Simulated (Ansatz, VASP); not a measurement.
**Two plane-wave programs on Sr4Ta2O**

```
CELL_PARAMETERS angstrom
3.61316 0.00000 0.00000
0.00000 3.61316 0.00000
0.00000 0.00000 34.07949
ATOMIC_POSITIONS crystal
Sr 0.00000 0.50000 0.65031
Sr 0.50000 0.00000 0.54992
Sr 0.00000 0.50000 0.86363
Sr 0.50000 0.00000 0.75232
Sr 0.50000 0.00000 0.13637
Sr 0.00000 0.50000 0.24768
Sr 0.50000 0.00000 0.34969
Sr 0.00000 0.50000 0.45008
Ta 0.50000 0.00000 0.93641
Ta 0.00000 0.50000 0.06359
Ta 0.00000 0.50000 0.97573
Ta 0.50000 0.00000 0.02427
O 0.50000 0.00000 0.87844
O 0.00000 0.50000 0.12156
```

Alike in both runs: functional PBE; k mesh 5 × 5 × 1; occupations gaussian, width 0.2 eV; no spin polarisation.

Ansatz relaxed the structure, and its values are those at the end. VASP's run is a single point on that final structure, the one shown.

|  | VASP | Ansatz |
| --- | --- | --- |
| version | VASP 6.6.1 | Ansatz 0.2.0 |
| potentials or method | VASP PAW PBE potentials, release 64 (Sr_sv, Ta_pv, O), cutoff 520 eV | scalar-relativistic, plane waves, PAW |
| valence electrons in the cell | 136 | 144 |

|  | VASP | Ansatz | Ansatz less VASP |
| --- | --- | --- | --- |
| gap on the k mesh at the Fermi level (eV) | none | none | - |
| pressure (GPa) | 0.3 | 0.2 | -0.08 |
| rms of the force components (eV/Å) | 0.033 | 0.018 | -0.0144 |

A gap of «none» marks a metal or a gap that the smearing closes. The functional is the same, so the differences come from potentials, cutoffs and numerics. VASP's potentials hold 136 valence electrons a cell and Ansatz's 144, so a difference there can come from the potentials and not from the codes.

Spin-orbit coupling is off throughout.
